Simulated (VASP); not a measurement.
# CuO (Cccm) in VASP: notebook

The runs below take CuO through single point, with PBEsol.

Everything below comes from runs of VASP 6.6.1. Logs are shortened: lines on timing, memory, paths and dates and some standing lists are left out, and cuts for length are marked.

### 1 The cell of the first run

The typed cell holds 8 atoms: a = 4.054 Å, b = 4.057 Å, c = 5.194 Å, α = 90.00°, β = 90.00°, γ = 90.00°.

### 2 Single point, PBEsol (uniaxial strain along c: +2.0 %, then relaxed in part)

Contents of INCAR:

```
SYSTEM = CuO
PREC = Accurate
ENCUT = 520
EDIFF = 1E-6
ISMEAR = 0
SIGMA = 0.1
LREAL = .False.
LASPH = .True.
NELM = 100
ALGO = Normal
ISIF = 2
LWAVE = .False.
LCHARG = .False.
GGA = PS
NBANDS = 44
```

Contents of KPOINTS:

```
Automatic mesh
0
Gamma
  10 10 8
  0 0 0
```

Contents of POSCAR:

```
CuO
1.0
    4.0535226765      0.0000000000      0.0000000000
    0.0000000000      4.0565969704      0.0000000000
    0.0000000000      0.0000000000      5.1941101226
Cu O
4 4
Direct
    0.2500000000      0.2500000000      0.5000000000
    0.2500000000      0.7500000000      0.0000000000
    0.7500000000      0.7500000000      0.5000000000
    0.7500000000      0.2500000000      0.0000000000
    0.5000000000      0.0000000000      0.7500000000
    0.5000000000      0.0000000000      0.2500000000
    0.0000000000      0.5000000000      0.7500000000
    0.0000000000      0.5000000000      0.2500000000
```

Potentials or basis: VASP PAW PBE potentials, release 64 (Cu, O).

Launch:

```sh
cat potpaw_PBE.64/Cu/POTCAR potpaw_PBE.64/O/POTCAR > POTCAR
mpirun -np 1 vasp_std > vasp.out
```

OUTCAR:

```text
SYSTEM = CuO
   PREC = Accurate
   ENCUT = 520
   EDIFF = 1E-6
   ISMEAR = 0
   LREAL = .False.
   LASPH = .True.
   NELM = 100
   ISIF = 2
   GGA = PS

 ion  position               nearest neighbor table
   1  0.250  0.250  0.500-   5 1.93   6 1.93   7 1.93   8 1.93
   2  0.250  0.750  0.000-   5 1.93   6 1.93   7 1.93   8 1.93
   3  0.750  0.750  0.500-   5 1.93   6 1.93   7 1.93   8 1.93
   4  0.750  0.250  0.000-   5 1.93   6 1.93   7 1.93   8 1.93
   5  0.500  0.000  0.750-   1 1.93   2 1.93   3 1.93   4 1.93
   6  0.500  0.000  0.250-   1 1.93   2 1.93   3 1.93   4 1.93
   7  0.000  0.500  0.750-   1 1.93   2 1.93   3 1.93   4 1.93
   8  0.000  0.500  0.250-   1 1.93   2 1.93   3 1.93   4 1.93

  LATTYP: Found a simple orthorhombic cell.
 ALAT       =     4.0535226765
 B/A-ratio  =     1.0007584252
 C/A-ratio  =     1.2813817850

  Lattice vectors:

 A1 = (   4.0535226765,   0.0000000000,   0.0000000000)
 A2 = (   0.0000000000,   4.0565969704,   0.0000000000)
 A3 = (   0.0000000000,   0.0000000000,   5.1941101226)

Analysis of symmetry for initial positions (statically):
=====================================================================
 Subroutine PRICEL returns following result:

  LATTYP: Found a base centered orthorhombic cell.
 ALAT       =     4.0535226765
 B/A-ratio  =     1.0007584252
 C/A-ratio  =     1.2813817850

  Lattice vectors:

 A1 = (   2.0267613383,  -2.0282984852,   0.0000000000)
 A2 = (   2.0267613383,   2.0282984852,   0.0000000000)
 A3 = (   0.0000000000,   0.0000000000,   5.1941101226)

   2 primitive cells build up your supercell.

 Routine SETGRP: Setting up the symmetry group for a
 simple orthorhombic supercell.

 Subroutine GETGRP returns: Found  8 space group operations
 (whereof  4 operations were pure point group operations)
 out of a pool of  8 trial point group operations.

The static configuration has the point symmetry C_2h.
 The point group associated with its full space group is D_2h.

Analysis of symmetry for dynamics (positions and initial velocities):
=====================================================================
 Subroutine PRICEL returns following result:

  LATTYP: Found a base centered orthorhombic cell.
 ALAT       =     4.0535226765
 B/A-ratio  =     1.0007584252
 C/A-ratio  =     1.2813817850

  Lattice vectors:

 A1 = (   2.0267613383,  -2.0282984852,   0.0000000000)
 A2 = (   2.0267613383,   2.0282984852,   0.0000000000)
 A3 = (   0.0000000000,   0.0000000000,   5.1941101226)

   2 primitive cells build up your supercell.

 Routine SETGRP: Setting up the symmetry group for a
 simple orthorhombic supercell.

 Subroutine GETGRP returns: Found  8 space group operations
 (whereof  4 operations were pure point group operations)
 out of a pool of  8 trial point group operations.

The dynamic configuration has the point symmetry C_2h.
 The point group associated with its full space group is D_2h.

 Subroutine INISYM returns: Found  8 space group operations
 (whereof  4 operations are pure point group operations),
 and found     2 'primitive' translations

----------------------------------------------------------------------------------------

                                     Primitive cell

  volume of cell :      42.7047

  direct lattice vectors                    reciprocal lattice vectors
     2.026761338 -2.028298485  0.000000000     0.246699002 -0.246512041  0.000000000
     2.026761338  2.028298485  0.000000000     0.246699002  0.246512041  0.000000000
     0.000000000  0.000000000  5.194110123     0.000000000  0.000000000  0.192525760

  length of vectors
     2.867360505  2.867360505  5.194110123     0.348752899  0.348752899  0.192525760

  position of ions in fractional coordinates (direct lattice)
     0.000000000  0.500000000  0.500000000
     0.500000000  1.000000000  0.000000000
     0.500000000  0.500000000  0.750000000
     0.500000000  0.500000000  0.250000000

  ion indices of the primitive-cell ions
   primitive index   ion index
                 1           1
                 2           2
                 3           5
                 4           6

----------------------------------------------------------------------------------------

 KPOINTS: Automatic mesh

Automatic generation of k-mesh.
 Grid dimensions read from file:
 generate k-points for:   10   10    8

 Generating k-lattice:

  Cartesian coordinates                     Fractional coordinates (reciprocal lattice)
     0.024669900  0.000000000  0.000000000     0.100000000  0.000000000  0.000000000
     0.000000000  0.024651204  0.000000000     0.000000000  0.100000000  0.000000000
     0.000000000  0.000000000  0.024065720     0.000000000  0.000000000  0.125000000

  Length of vectors
     0.024669900  0.024651204  0.024065720

  Shift w.r.t. Gamma in fractional coordinates (k-lattice)
     0.000000000  0.000000000  0.000000000

 Subroutine IBZKPT returns following result:
[... 56 lines left out ...]
  Fermi-wavevector in a.u.,A,eV,Ry     =   1.517316  2.867311 31.323968  2.302247
  Thomas-Fermi vector in A             =   2.626587
   LORBIT       =      0    0 simple, 1 ext, 2 COOP (PROOUT), +10 PAW based schemes
   GGA     = PS    functional components
   LHFCALC =     F    Hartree Fock is set to
   AEXX    =    0.0000 exact exchange contribution
   IVDW    =     0    specifies the selected vdW correction
   LEPSILON=     F    determine dielectric tensor
   LRPA    =     F    only Hartree local field effects (RPA)
 non-spin polarized calculation
 Gauss-broadening in eV      SIGMA  =   0.10
  energy-cutoff  :      520.00
  volume of cell :       85.41
 maximum number of plane-waves:      2323
   NGX = 15   NGY = 15   NGZ = 19

 number of electron      67.9999967 magnetization

 Free energy of the ion-electron system (eV)
  ---------------------------------------------------
  ext. energy  EPLUGINS =         0.00000000
  ---------------------------------------------------
  free energy    TOTEN  =       -42.94628910 eV

  energy without entropy =      -42.92246087  energy(sigma->0) =      -42.93437499

 E-fermi :   5.1660     XC(G=0): -11.8096

 val. band max:        5.1649454575   @ k =   0.0000   0.1000   0.5000
 cond. band min:       5.1796191911   @ k =   0.3000   0.0000   0.1250
 fundamental gap:      0.0146737335
 Fermi energy:         5.1660200700

 k-point     1 :       0.0000    0.0000    0.0000
  band No.  band energies     occupation
      1     -14.8145      2.00000
      2     -13.5146      2.00000
      3     -13.4940      2.00000
      4     -13.1151      2.00000
      5      -3.3220      2.00000
      6      -1.7189      2.00000
[... 36 lines left out ...]
     43      15.1179      0.00000
     44      15.8888      0.00000

 k-point     2 :       0.1000    0.0000    0.0000
  band No.  band energies     occupation
      1     -14.7841      2.00000
      2     -13.5474      2.00000
      3     -13.4836      2.00000
      4     -13.1229      2.00000
      5      -3.2712      2.00000
      6      -1.6792      2.00000
[... 36 lines left out ...]
     43      15.7332      0.00000
     44      15.9083      0.00000

 k-point     3 :       0.2000    0.0000    0.0000
  band No.  band energies     occupation
      1     -14.6951      2.00000
      2     -13.6428      2.00000
      3     -13.4536      2.00000
      4     -13.1462      2.00000
      5      -3.1219      2.00000
      6      -1.5690      2.00000
[... 36 lines left out ...]
     43      15.5857      0.00000
     44      15.9164      0.00000

 k-point     4 :       0.3000    0.0000    0.0000
  band No.  band energies     occupation
      1     -14.5556      2.00000
      2     -13.7906      2.00000
      3     -13.4077      2.00000
      4     -13.1839      2.00000
      5      -2.8838      2.00000
      6      -1.4437      2.00000
[... 882 lines left out ...]
     43      14.6829      0.00000
     44      16.1548      0.00000

 k-point    23 :       0.4000    0.3000    0.0000
  band No.  band energies     occupation
      1     -14.2655      2.00000
      2     -14.0262      2.00000
      3     -13.3155      2.00000
      4     -13.2461      2.00000
      5      -2.3876      2.00000
      6      -2.0731      2.00000
[... 36 lines left out ...]
     43      14.6063      0.00000
     44      15.9954      0.00000

 k-point    24 :       0.5000    0.3000    0.0000
  band No.  band energies     occupation
      1     -14.1430      2.00000
      2     -14.1430      2.00000
      3     -13.2790      2.00000
      4     -13.2790      2.00000
      5      -2.1710      2.00000
      6      -2.1710      2.00000
[... 36 lines left out ...]
     43      15.3924      0.00000
     44      15.3924      0.00000

 [... further k-points ...]
[... 5 lines left out ...]
  --------------------------------------------------------------------------------------
  -------------------------------------------------------------------------------------
  Total        0.2433420      0.2396356     -1.9931065     -0.0000000      0.0000000      0.0000000
  in kB        4.5648027      4.4952754    -37.3882790     -0.0000000      0.0000000      0.0000000
  external PRESSURE =      -9.4427336 kB  Pullay stress =       0.0000000 kB

 VOLUME and BASIS-vectors are now :
 -----------------------------------------------------------------------------
  energy-cutoff  :      520.00
  volume of cell :       85.41
      direct lattice vectors                 reciprocal lattice vectors
     4.053522677  0.000000000  0.000000000     0.246699002  0.000000000  0.000000000
     0.000000000  4.056596970  0.000000000     0.000000000  0.246512041  0.000000000
     0.000000000  0.000000000  5.194110123     0.000000000  0.000000000  0.192525760

 POSITION                                       TOTAL-FORCE (eV/Angst)
 -----------------------------------------------------------------------------------
      1.01338      1.01415      2.59706         0.000000     -0.000000     -0.000000
      1.01338      3.04245      0.00000        -0.000000     -0.000000     -0.000000
      3.04014      3.04245      2.59706         0.000000     -0.000000     -0.000000
      3.04014      1.01415      0.00000        -0.000000     -0.000000     -0.000000
      2.02676      0.00000      3.89558         0.000000      0.000000     -0.000000
      2.02676      0.00000      1.29853         0.000000      0.000000      0.000000
      0.00000      2.02830      3.89558         0.000000      0.000000      0.000000
      0.00000      2.02830      1.29853         0.000000      0.000000      0.000000
 -----------------------------------------------------------------------------------
    total drift:                                0.000000      0.000000     -0.000000

  FREE ENERGIE OF THE ION-ELECTRON SYSTEM (eV)
  ---------------------------------------------------
  free  energy   TOTEN  =       -42.9462891009 eV

  energy  without entropy=      -42.9224608719  energy(sigma->0) =      -42.93437499
```

It took 9.7 min on 1 thread of Intel Xeon 6975P-C, shared host; peak memory 0.55 GiB.

Results:

* Free energy: -42.9463 eV
* Pressure: -0.9 GPa
* Band gap on the k mesh: zero (band 34 reaches 5.83 eV, above the bottom of band 35 at 4.68 eV)

Stress tensor (GPa, compression positive):
```
 0.46  0.00  0.00
 0.00  0.45  0.00
 0.00  0.00 -3.74
```

Levels at points of the mesh, in eV from the Fermi level:
```csv
k point,band 30,band 31,band 32,band 33,band 34,band 35,band 36,band 37,band 38,band 39
"(0.00, 0.00, 0.00)",-2.08,-1.65,-1.18,-1.18,0.66,0.67,1.19,1.45,2.06,6.10
"(0.50, 0.00, 0.00)",-2.14,-1.64,-1.64,-0.58,-0.58,0.60,0.60,3.98,3.98,5.50
"(0.00, 0.50, 0.00)",-2.14,-1.64,-1.64,-0.57,-0.57,0.60,0.60,3.98,3.98,5.50
"(0.50, 0.50, 0.00)",-1.61,-1.52,-1.52,0.21,0.21,0.44,0.44,3.36,3.36,6.03
"(0.00, 0.00, 0.50)",-1.55,-1.41,-1.41,-0.48,-0.48,0.07,0.07,3.54,3.54,3.91
"(0.50, 0.00, 0.50)",-1.84,-1.84,-1.84,-0.49,-0.49,-0.49,-0.49,4.89,4.89,4.89
"(0.00, 0.50, 0.50)",-1.84,-1.84,-1.84,-0.49,-0.49,-0.49,-0.49,4.89,4.89,4.89
"(0.50, 0.50, 0.50)",-2.05,-1.87,-1.87,-0.12,-0.12,0.68,0.68,4.14,4.14,5.94
```

Caveat: the cell differs from its parent crystal (uniaxial strain along c: +2.0 %, then relaxed in part); the PAW data sets were made with another functional, which shifts forces and pressure a little; semilocal functionals often make such compounds metallic where correlation or magnetic order opens a gap, which also shifts bond lengths.

### 3 Single point, PBEsol (uniaxial strain along c: +4.0 %, then relaxed in part)

Contents of INCAR:

```
SYSTEM = CuO
ALGO     = Normal         ! electronic algorithm
EDIFF    = 1E-6           ! SCF threshold, eV
ENCUT    = 520            ! plane-wave cutoff, eV
GGA      = PS             ! functional
ISIF     = 2              ! what is computed and relaxed
ISMEAR   = 0              ! smearing method
LASPH    = .True.         ! aspherical terms in the spheres
LCHARG   = .False.        ! write CHGCAR
LREAL    = .False.        ! projectors in reciprocal space
LWAVE    = .False.        ! write WAVECAR
NBANDS   = 44             ! bands
NELM     = 80             ! most SCF steps
PREC     = Accurate       ! precision mode
SIGMA    = 0.1            ! smearing width, eV
```

Contents of KPOINTS:

```
k-points
0
Gamma
  10 10 8
  0 0 0
```

Changes to POSCAR since step 2:

```diff
@@ -2,5 +2,5 @@
 1.0
-    4.0535226765      0.0000000000      0.0000000000
-    0.0000000000      4.0565969704      0.0000000000
-    0.0000000000      0.0000000000      5.1941101226
+    4.0166170080      0.0000000000      0.0000000000
+    0.0000000000      4.0199989644      0.0000000000
+    0.0000000000      0.0000000000      5.2959554191
 Cu O
```

Potentials or basis: VASP PAW PBE potentials, release 64 (Cu, O).

Launch:

```sh
cat potpaw_PBE.64/Cu/POTCAR potpaw_PBE.64/O/POTCAR > POTCAR
mpirun -np 1 vasp_std > vasp.out
```

Wall time 11 min (1 thread of Intel Xeon 6975P-C, shared host); peak memory 0.56 GiB.

The run converged. Its results:

```
Free energy            : -42.8796 eV
Pressure               : -2.5 GPa
Band gap on the k mesh : zero (band 34 reaches 5.74 eV, above the bottom of band 35 at 4.62 eV)
```

Stress tensor (GPa, compression positive):
```
 0.40  0.00  0.00
 0.00  0.40  0.00
 0.00  0.00 -8.42
```

Levels at points of the mesh, in eV from the Fermi level:
| k point | band 30 | band 31 | band 32 | band 33 | band 34 | band 35 | band 36 | band 37 | band 38 | band 39 |
| --- | --- | --- | --- | --- | --- | --- | --- | --- | --- | --- |
| (0.00, 0.00, 0.00) | -2.15 | -1.65 | -1.11 | -1.11 | 0.64 | 0.64 | 1.22 | 1.43 | 2.26 | 6.20 |
| (0.50, 0.00, 0.00) | -2.15 | -1.57 | -1.57 | -0.59 | -0.59 | 0.58 | 0.58 | 4.04 | 4.04 | 5.41 |
| (0.00, 0.50, 0.00) | -2.15 | -1.57 | -1.57 | -0.59 | -0.59 | 0.58 | 0.58 | 4.04 | 4.04 | 5.41 |
| (0.50, 0.50, 0.00) | -1.57 | -1.46 | -1.46 | 0.21 | 0.21 | 0.42 | 0.42 | 3.23 | 3.23 | 6.12 |
| (0.00, 0.00, 0.50) | -1.47 | -1.33 | -1.33 | -0.44 | -0.44 | 0.07 | 0.07 | 3.56 | 3.56 | 4.02 |
| (0.50, 0.00, 0.50) | -1.79 | -1.79 | -1.79 | -0.48 | -0.48 | -0.48 | -0.48 | 4.93 | 4.93 | 4.93 |
| (0.00, 0.50, 0.50) | -1.79 | -1.79 | -1.79 | -0.48 | -0.48 | -0.48 | -0.48 | 4.93 | 4.93 | 4.93 |
| (0.50, 0.50, 0.50) | -1.96 | -1.83 | -1.83 | -0.09 | -0.09 | 0.66 | 0.66 | 4.09 | 4.09 | 5.92 |

Caveat: the cell differs from its parent crystal (uniaxial strain along c: +4.0 %, then relaxed in part); the PAW data sets were made with another functional, which shifts forces and pressure a little; semilocal functionals often make such compounds metallic where correlation or magnetic order opens a gap, which also shifts bond lengths.

### 4 Single point, PBEsol (biaxial strain in the a-b plane: +6.0 %)

Contents of INCAR:

```
SYSTEM = CuO
PREC = Accurate
ENCUT = 520
EDIFF = 1E-6
ISMEAR = 0
SIGMA = 0.1
LREAL = .False.
LASPH = .True.
NELM = 100
ALGO = Normal
ISIF = 2
LWAVE = .False.
LCHARG = .False.
GGA = PS
NBANDS = 44
```

Contents of KPOINTS:

```
regular mesh
0
Gamma
  10 10 8
  0 0 0
```

Changes to POSCAR since step 3:

```diff
@@ -2,5 +2,5 @@
 1.0
-    4.0166170080      0.0000000000      0.0000000000
-    0.0000000000      4.0199989644      0.0000000000
-    0.0000000000      0.0000000000      5.2959554191
+    4.3301701705      0.0000000000      0.0000000000
+    0.0000000000      4.3467593066      0.0000000000
+    0.0000000000      0.0000000000      4.9089432872
 Cu O
```

Launch:

```sh
cat potpaw_PBE.64/Cu/POTCAR potpaw_PBE.64/O/POTCAR > POTCAR
mpirun -np 1 vasp_std > vasp.out
```

It took 7.6 min on 1 thread of Intel Xeon Platinum 8488C (Sapphire Rapids), shared host; peak memory 0.58 GiB.

It converged, with:

| Item | Value |
| --- | --- |
| Free energy | -42.6255 eV |
| Pressure | -7.6 GPa |
| Band gap on the k mesh | zero (band 34 reaches 5.04 eV, above the bottom of band 35 at 3.82 eV) |

Stress tensor (GPa, compression positive):
```
-10.90   0.00   0.00
  0.00 -11.02   0.00
  0.00   0.00  -0.95
```

Levels at points of the mesh, in eV from the Fermi level:
| k point | band 30 | band 31 | band 32 | band 33 | band 34 | band 35 | band 36 | band 37 | band 38 | band 39 |
| --- | --- | --- | --- | --- | --- | --- | --- | --- | --- | --- |
| (0.00, 0.00, 0.00) | -1.66 | -1.60 | -1.30 | -1.30 | 0.71 | 0.72 | 1.03 | 1.20 | 1.69 | 5.78 |
| (0.50, 0.00, 0.00) | -1.83 | -1.73 | -1.73 | -0.49 | -0.49 | 0.67 | 0.67 | 3.51 | 3.51 | 5.91 |
| (0.00, 0.50, 0.00) | -1.83 | -1.73 | -1.73 | -0.48 | -0.48 | 0.66 | 0.66 | 3.49 | 3.49 | 5.92 |
| (0.50, 0.50, 0.00) | -1.59 | -1.54 | -1.54 | 0.26 | 0.26 | 0.53 | 0.53 | 4.15 | 4.15 | 5.44 |
| (0.00, 0.00, 0.50) | -1.64 | -1.53 | -1.53 | -0.69 | -0.69 | 0.11 | 0.11 | 3.17 | 3.17 | 3.77 |
| (0.50, 0.00, 0.50) | -1.80 | -1.80 | -1.80 | -0.51 | -0.51 | -0.51 | -0.51 | 4.54 | 4.54 | 4.54 |
| (0.00, 0.50, 0.50) | -1.80 | -1.80 | -1.80 | -0.51 | -0.51 | -0.51 | -0.51 | 4.53 | 4.53 | 4.53 |
| (0.50, 0.50, 0.50) | -1.99 | -1.84 | -1.84 | -0.31 | -0.31 | 0.68 | 0.68 | 4.31 | 4.31 | 5.69 |

Caveat: the cell differs from its parent crystal (biaxial strain in the a-b plane: +6.0 %); the PAW data sets were made with another functional, which shifts forces and pressure a little; semilocal functionals often make such compounds metallic where correlation or magnetic order opens a gap, which also shifts bond lengths.

### 5 Summary

```tsv
cell	gap on the mesh (eV)	pressure (GPa)
a = 4.054, b = 4.057, c = 5.194 Å, 8 atoms	none	-0.9
a = 4.017, b = 4.020, c = 5.296 Å, 8 atoms	none	-2.5
a = 4.330, b = 4.347, c = 4.909 Å, 8 atoms	none	-7.6
```

Alike in all rows: task single point; level PBEsol; potentials or basis VASP PAW PBE potentials, release 64 (Cu, O); no spin polarisation; k mesh 10 × 10 × 8; cutoff (eV) 520; smearing gaussian 0.1 eV.

Caveats: the PAW data sets were made with another functional, which shifts forces and pressure a little; semilocal functionals often make such compounds metallic where correlation or magnetic order opens a gap, which also shifts bond lengths.

Total energies depend on the potentials used, so only differences within one code and one set of settings carry meaning.
